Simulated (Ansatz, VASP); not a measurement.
ZnAs2C: VASP beside Ansatz

```
Zn As C
1.0
     3.51147    0.00000    0.00000
     0.00000    3.51147    0.00000
     0.00000    0.00000    5.53422
Zn As C
1 2 1
Direct
  0.00000 0.00000 0.00000
  0.00000 0.50000 0.29567
  0.50000 0.00000 0.70433
  0.50000 0.50000 0.50000
```

Alike in both runs: task single point; functional r2SCAN; k mesh 8 × 8 × 6; occupations fermi-dirac, width 0.02 eV; no spin polarisation.

|  | VASP | Ansatz |
| --- | --- | --- |
| version | VASP 6.6.1 | Ansatz 0.2.0 |
| potentials or method | VASP PAW PBE potentials, release 64 (Zn, As, C) | plane waves, PAW |
| plane-wave cutoff (eV) | 520 | 500 |
| valence electrons in the cell | 26 | 46 |

Ansatz gave:

| Item | Value |
| --- | --- |
| pressure (GPa) | -0.3 |
| rms of the force components (eV/Å) | 0.138 |

What did VASP give for the same quantities?

Pressure (GPa): -0.1; rms of the force components (eV/Å): 0.142.

VASP's potentials were made for PBE, not for r2SCAN. The functional is the same, so the differences come from potentials, cutoffs and numerics. VASP's potentials hold 26 valence electrons a cell and Ansatz's 46, so a difference there can come from the potentials and not from the codes.
